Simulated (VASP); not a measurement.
# Cd2Se3 (Pm-3m) in VASP: further runs, part 2 of 2

VASP 6.6.1.

## 3. Single point, PBE

This run uses another cell than the first one, of 28.83 Å³/atom.

File INCAR:

```
PREC = Accurate ; ENCUT = 520
EDIFF = 1E-6 ; ISMEAR = 0
SIGMA = 0.1 ; LREAL = F
LASPH = T ; NELM = 80
ALGO = Normal ; ISIF = 2
LWAVE = F ; LCHARG = F
GGA = PE ; NBANDS = 29
```

File KPOINTS:

```
Automatic mesh
0
Gamma
  4 4 4
```

File POSCAR:

```
Cd2Se3
1.0
    5.2433689858      0.0000000000      0.0000000000
    0.0000000000      5.2433689858      0.0000000000
    0.0000000000      0.0000000000      5.2433689858
Cd Se
2 3
Direct
    0.0000000000      0.0000000000      0.0000000000
    0.5000000000      0.5000000000      0.5000000000
    0.0000000000      0.5000000000      0.5000000000
    0.5000000000      0.0000000000      0.5000000000
    0.5000000000      0.5000000000      0.0000000000
```

Potentials or basis: VASP PAW PBE potentials, release 64 (Cd, Se).

Launch:

```console
cat potpaw_PBE.64/Cd/POTCAR potpaw_PBE.64/Se/POTCAR > POTCAR
mpirun -np 1 vasp_std > vasp.out
```

OUTCAR:

```text
PREC = Accurate
   ENCUT = 520
   EDIFF = 1E-6
   ISMEAR = 0
   LREAL = F
   LASPH = T
   NELM = 80
   ISIF = 2
   GGA = PE

 ion  position               nearest neighbor table
   1  0.000  0.000  0.000-
   2  0.500  0.500  0.500-   3 2.62   4 2.62   5 2.62   5 2.62   4 2.62   3 2.62
   3  0.000  0.500  0.500-   2 2.62   2 2.62
   4  0.500  0.000  0.500-   2 2.62   2 2.62
   5  0.500  0.500  0.000-   2 2.62   2 2.62

  LATTYP: Found a simple cubic cell.
 ALAT       =     5.2433689858

  Lattice vectors:

 A1 = (   5.2433689858,   0.0000000000,   0.0000000000)
 A2 = (   0.0000000000,   5.2433689858,   0.0000000000)
 A3 = (   0.0000000000,   0.0000000000,   5.2433689858)

Analysis of symmetry for initial positions (statically):
=====================================================================
 Subroutine PRICEL returns:
 Original cell was already a primitive cell.

 Routine SETGRP: Setting up the symmetry group for a
 simple cubic supercell.

 Subroutine GETGRP returns: Found 48 space group operations
 (whereof 48 operations were pure point group operations)
 out of a pool of 48 trial point group operations.

The static configuration has the point symmetry O_h .

Analysis of symmetry for dynamics (positions and initial velocities):
=====================================================================
 Subroutine PRICEL returns:
 Original cell was already a primitive cell.

 Routine SETGRP: Setting up the symmetry group for a
 simple cubic supercell.

 Subroutine GETGRP returns: Found 48 space group operations
 (whereof 48 operations were pure point group operations)
 out of a pool of 48 trial point group operations.

The dynamic configuration has the point symmetry O_h .

 Subroutine INISYM returns: Found 48 space group operations
 (whereof 48 operations are pure point group operations),
 and found     1 'primitive' translations

----------------------------------------------------------------------------------------

                                     Primitive cell

  volume of cell :     144.1555

  direct lattice vectors                    reciprocal lattice vectors
     5.243368986  0.000000000  0.000000000     0.190717076  0.000000000  0.000000000
     0.000000000  5.243368986  0.000000000     0.000000000  0.190717076  0.000000000
     0.000000000  0.000000000  5.243368986     0.000000000  0.000000000  0.190717076

  length of vectors
     5.243368986  5.243368986  5.243368986     0.190717076  0.190717076  0.190717076

  position of ions in fractional coordinates (direct lattice)
     0.000000000  0.000000000  0.000000000
     0.500000000  0.500000000  0.500000000
     0.000000000  0.500000000  0.500000000
     0.500000000  0.000000000  0.500000000
     0.500000000  0.500000000  0.000000000

  ion indices of the primitive-cell ions
   primitive index   ion index
                 1           1
                 2           2
                 3           3
                 4           4
                 5           5

[... 23 lines left out ...]

 Found     10 irreducible k-points:

 Following reciprocal coordinates:
            Coordinates               Weight
  0.000000  0.000000  0.000000      1.000000
  0.250000  0.000000  0.000000      6.000000
  0.500000  0.000000  0.000000      3.000000
  0.250000  0.250000  0.000000     12.000000
  0.500000  0.250000  0.000000     12.000000
  0.500000  0.500000  0.000000      3.000000
  0.250000  0.250000  0.250000      8.000000
  0.500000  0.250000  0.250000     12.000000
  0.500000  0.500000  0.250000      6.000000
  0.500000  0.500000  0.500000      1.000000
   k-points           NKPTS =     10   k-points in BZ     NKDIM =     10   number of bands    NBANDS=     29
   number of dos      NEDOS =    301   number of ions     NIONS =      5
   total plane-waves  NPLWV =  64000
   dimension x,y,z NGX =    40 NGY =   40 NGZ =   40
   dimension x,y,z NGXF=    80 NGYF=   80 NGZF=   80
   ions per type =               2   3
   NGX,Y,Z   is equivalent  to a cutoff of  12.68, 12.68, 12.68 a.u.
   NGXF,Y,Z  is equivalent  to a cutoff of  25.36, 25.36, 25.36 a.u.
 SYSTEM =  unknown system
   PREC   = accura    normal or accurate (medium, high low for compatibility)
   ISTART =      0    job   : 0-new  1-cont  2-samecut
   ICHARG =      2    charge: 1-file 2-atom 10-const
   ISPIN  =      1    spin polarized calculation?
   LNONCOLLINEAR =      F non collinear calculations
   LSORBIT =      F    spin-orbit coupling
   LASPH  =      T    aspherical Exc in radial PAW
   ENCUT  =  520.0 eV  38.22 Ry    6.18 a.u.   9.75  9.75  9.75*2*pi/ulx,y,z
   NELM   =     80;   NELMIN=  2; NELMDL= -5     # of ELM steps
   EDIFF  = 0.1E-05   stopping-criterion for ELM
   LREAL  =      F    real-space projection
   EDIFFG = 0.1E-04   stopping-criterion for IOM
   NSW    =      0    number of steps for IOM
   IBRION =     -1    ionic relax: 0-MD 1-quasi-New 2-CG
   NFREE  =      0    steps in history (QN), initial steepest desc. (CG)
   ISIF   =      2    stress and relaxation
   ISYM   =      2    0-nonsym 1-usesym 2-fastsym
   POTIM  = 0.5000    time-step for ionic-motion
   TEBEG  =    0.0;   TEEND  =   0.0 temperature during run
   PSTRESS=    0.0 pullay stress
   NELECT =      42.0000    total number of electrons
   NUPDOWN=      -1.0000    fix difference up-down
   EMIN   =  10.00;   EMAX   =-10.00  energy-range for DOS
   EFERMI =   0.00;   METHOD = LEGACY
   ISMEAR =     0;   SIGMA  =   0.10  broadening in eV -4-tet -1-fermi 0-gaus
   EFERMI_NEDOS =   21; number of points for ismear=-14 and -15
   IALGO  =     38    algorithm
   IMIX   =      4    mixing-type and parameters
     AMIX     =   0.40;   BMIX     =  1.00
     AMIX_MAG =   1.60;   BMIX_MAG =  1.00
  volume/ion in A,a.u.               =      28.83       194.56
  Fermi-wavevector in a.u.,A,eV,Ry     =   1.085294  2.050909 16.025808  1.177864
  Thomas-Fermi vector in A             =   2.221405
   LORBIT       =      0    0 simple, 1 ext, 2 COOP (PROOUT), +10 PAW based schemes
   GGA     = PE    functional components
   LHFCALC =     F    Hartree Fock is set to
   AEXX    =    0.0000 exact exchange contribution
   IVDW    =     0    specifies the selected vdW correction
   LEPSILON=     F    determine dielectric tensor
   LRPA    =     F    only Hartree local field effects (RPA)
 non-spin polarized calculation
 Gauss-broadening in eV      SIGMA  =   0.10
  energy-cutoff  :      520.00
  volume of cell :      144.16
 maximum number of plane-waves:      3912
 NGX is ok and might be reduce to    40
   NGX = 19   NGY = 19   NGZ = 19

 number of electron      42.0000026 magnetization

 Free energy of the ion-electron system (eV)
  ---------------------------------------------------
  ext. energy  EPLUGINS =         0.00000000
  ---------------------------------------------------
  free energy    TOTEN  =        -9.66776550 eV

  energy without entropy =       -9.62132143  energy(sigma->0) =       -9.64454347

 E-fermi :   1.0880     XC(G=0):  -9.0167

 val. band max:        1.0559060956   @ k =   0.5000   0.2500   0.0000
 cond. band min:       1.1369057451   @ k =   0.2500   0.2500   0.0000
 fundamental gap:      0.0809996495
 Fermi energy:         1.0880332553

 k-point     1 :       0.0000    0.0000    0.0000
  band No.  band energies     occupation
      1     -11.8379      2.00000
      2     -10.8635      2.00000
      3     -10.8635      2.00000
      4      -7.0606      2.00000
      5      -7.0606      2.00000
      6      -7.0606      2.00000
[... 309 lines left out ...]
     28       7.2574      0.00000
     29       7.2574      0.00000

------------------------ aborting loop because EDIFF is reached ----------------------------------------

  FORCE on cell =-STRESS in cart. coord.  units (eV):
  Direction    XX          YY          ZZ          XY          YZ          ZX
  --------------------------------------------------------------------------------------
  -------------------------------------------------------------------------------------
  Total        0.4302187      0.4302187      0.4302187     -0.0000000      0.0000000     -0.0000000
  in kB        4.7815484      4.7815484      4.7815484     -0.0000000      0.0000000     -0.0000000
  external PRESSURE =       4.7815484 kB  Pullay stress =       0.0000000 kB

 VOLUME and BASIS-vectors are now :
 -----------------------------------------------------------------------------
  energy-cutoff  :      520.00
  volume of cell :      144.16
      direct lattice vectors                 reciprocal lattice vectors
     5.243368986  0.000000000  0.000000000     0.190717076  0.000000000  0.000000000
     0.000000000  5.243368986  0.000000000     0.000000000  0.190717076  0.000000000
     0.000000000  0.000000000  5.243368986     0.000000000  0.000000000  0.190717076

 POSITION                                       TOTAL-FORCE (eV/Angst)
 -----------------------------------------------------------------------------------
      0.00000      0.00000      0.00000         0.000000      0.000000      0.000000
      2.62168      2.62168      2.62168         0.000000      0.000000      0.000000
      0.00000      2.62168      2.62168         0.000000      0.000000      0.000000
      2.62168      0.00000      2.62168         0.000000      0.000000      0.000000
      2.62168      2.62168      0.00000         0.000000      0.000000      0.000000
 -----------------------------------------------------------------------------------
    total drift:                               -0.000000      0.000000     -0.000000

  FREE ENERGIE OF THE ION-ELECTRON SYSTEM (eV)
  ---------------------------------------------------
  free  energy   TOTEN  =        -9.6677655025 eV

  energy  without entropy=       -9.6213214332  energy(sigma->0) =       -9.64454347
```

OSZICAR:

```text
N       E                     dE             d eps       ncg     rms          rms(c)
DAV:   1     0.268499191836E+03    0.26850E+03   -0.19555E+04   580   0.128E+03
DAV:   2     0.583910155595E+01   -0.26266E+03   -0.25476E+03   675   0.299E+02
DAV:   3    -0.107941686788E+02   -0.16633E+02   -0.16402E+02   678   0.725E+01
DAV:   4    -0.109637448696E+02   -0.16958E+00   -0.16931E+00   640   0.722E+00
DAV:   5    -0.109650955198E+02   -0.13507E-02   -0.13505E-02   671   0.592E-01    0.871E+00
DAV:   6    -0.970033459872E+01    0.12648E+01   -0.36181E+00   600   0.129E+01    0.838E+00
DAV:   7    -0.968054409541E+01    0.19791E-01   -0.25598E-01   635   0.367E+00    0.424E+00
DAV:   8    -0.966776566519E+01    0.12778E-01   -0.24599E-02   630   0.141E+00    0.581E-01
DAV:   9    -0.966758153700E+01    0.18413E-03   -0.42768E-03   630   0.759E-01    0.232E-01
DAV:  10    -0.966771114154E+01   -0.12960E-03   -0.49996E-04   645   0.201E-01    0.851E-02
DAV:  11    -0.966775253182E+01   -0.41390E-04   -0.33889E-05   610   0.528E-02    0.224E-02
DAV:  12    -0.966776539189E+01   -0.12860E-04   -0.17884E-05   620   0.365E-02    0.654E-03
DAV:  13    -0.966776550255E+01   -0.11066E-06   -0.86953E-07   396   0.781E-03
   1 F= -.96677655E+01 E0= -.96445435E+01  d E =-.464441E-01
```

stdout:

```text
POSCAR found type information on POSCAR CdSe
 POSCAR found :  2 types and       5 ions
 scaLAPACK will be used
 LDA part: xc-table for (Slater+PW92), standard interpolation
 POSCAR, INCAR and KPOINTS ok, starting setup
 FFT: planning ... GRIDC
 FFT: planning ... GRID_SOFT
 FFT: planning ... GRID
 WAVECAR not read
 entering main loop
```

Wall time 44 s (1 thread of Intel Xeon Platinum 8259CL at 2.50GHz (Skylake/Cascade Lake), shared host); peak memory 0.24 GiB.

Results:

```
Free energy            : -9.6678 eV
Pressure               : 0.5 GPa
Band gap on the k mesh : zero (bands 21 and 22 overlap by 0.89 eV)
```

## 4. Single point, PBE

This run uses another cell than the first one, of 28.70 Å³/atom.

File INCAR:

```
PREC = Accurate
ENCUT = 520
EDIFF = 1E-6
ISMEAR = 0
SIGMA = 0.1
LREAL = False
LASPH = True
NELM = 80
ALGO = Normal
ISIF = 2
LWAVE = False
LCHARG = True
GGA = PE
LELF = True
LVHAR = True
NBANDS = 29
```

File KPOINTS:

```
Automatic mesh
0
Gamma
  8 8 8
```

Edit POSCAR of step 3 so:

```diff
@@ -2,5 +2,5 @@
 1.0
-    5.2433689858      0.0000000000      0.0000000000
-    0.0000000000      5.2433689858      0.0000000000
-    0.0000000000      0.0000000000      5.2433689858
+    5.2353904572      0.0000000000      0.0000000000
+    0.0000000000      5.2353904572      0.0000000000
+    0.0000000000      0.0000000000      5.2353904572
 Cd Se
```

Launch:

```console
cat potpaw_PBE.64/Cd/POTCAR potpaw_PBE.64/Se/POTCAR > POTCAR
mpirun -np 1 vasp_std > vasp.out
```

Run time: 2.5 min. Hardware: 1 thread of Intel Xeon Platinum 8259CL at 2.50GHz (Skylake/Cascade Lake), shared host; peak memory 0.31 GiB.

Results (log left out):

```yaml
Free_energy: -9.7651 eV
Pressure: 0.3 GPa
Band_gap_on_the_k_mesh: zero (bands 21 and 22 overlap by 0.97 eV)
```

Levels at points of the mesh, in eV from the Fermi level:
```csv
k point,band 17,band 18,band 19,band 20,band 21,band 22,band 23,band 24,band 25,band 26
"(0.00, 0.00, 0.00)",-1.44,-0.59,-0.59,-0.59,-0.33,-0.33,-0.33,0.89,6.08,6.08
"(0.50, 0.00, 0.00)",-2.77,-1.15,-1.15,-0.91,-0.30,-0.30,0.89,3.08,4.78,5.06
"(0.50, 0.50, 0.00)",-1.60,-1.60,-0.93,-0.93,0.54,0.59,0.78,3.85,4.93,4.93
"(0.50, 0.50, 0.50)",-2.62,-1.33,0.55,0.55,0.55,0.81,0.81,5.10,5.10,5.10
```

## 5. Overview

| cell | k mesh | gap on the mesh (eV) | pressure (GPa) |
| --- | --- | --- | --- |
| a = 5.117 Å, 5 atoms | 4 × 4 × 4 | none | 3.9 |
| a = 5.243 Å, 5 atoms | 4 × 4 × 4 | none | 0.5 |
| a = 5.235 Å, 5 atoms | 8 × 8 × 8 | none | 0.3 |

Alike in all rows: task single point; level PBE; potentials or basis VASP PAW PBE potentials, release 64 (Cd, Se); no spin polarisation; cutoff (eV) 520; smearing gaussian 0.1 eV.

Caveats: the cell stands under pressure (at least some runs).

Total energies depend on the potentials used, so only differences within one code and one set of settings carry meaning.

The gap in the log of VASP goes by the Fermi energy; the results here count the filled bands.